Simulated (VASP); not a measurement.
# ZnS: single point with PBEsol

The system is ZnS.

```
CELL_PARAMETERS angstrom
0.00000 2.68650 2.68650
2.68650 0.00000 2.68650
2.68650 2.68650 0.00000
ATOMIC_POSITIONS crystal
Zn 0.00000 0.00000 0.00000
S 0.75000 0.75000 0.75000
```

This cell differs from its parent crystal: volume scaled by 0.98.

```yaml
Program: VASP 6.6.1
Task: single point
Functional: PBEsol
Potentials_or_basis: VASP PAW PBE potentials, release 64 (Zn, S)
Cutoff: 520 eV
k_mesh: 8 × 8 × 8
Occupations: fermi-dirac, width 0.01 eV
Spin: no spin polarisation
```

| Item | Value |
| --- | --- |
| Pressure | -0.5 GPa |
| Band gap on the k mesh | 2.05 eV, direct |

Levels at points of the mesh, in eV from the valence-band top:
```csv
k point,band 5,band 6,band 7,band 8,band 9,band 10,band 11,band 12,band 13,band 14
"(0.00, 0.00, 0.00)",-5.92,-5.92,0.00,0.00,0.00,2.05,6.30,6.30,6.30,11.74
"(0.50, 0.00, 0.00)",-5.89,-5.72,-5.48,-0.90,-0.90,3.23,6.82,6.82,8.76,12.04
"(0.50, 0.50, 0.00)",-5.84,-5.70,-4.68,-2.31,-2.31,3.20,3.96,10.95,12.00,12.00
```

Wall time 22 s on 1 thread of Intel Xeon 8259CL, on a shared host, peak memory 0.16 GiB.

Caveat: the PAW data sets were made with another functional, which shifts forces and pressure a little.
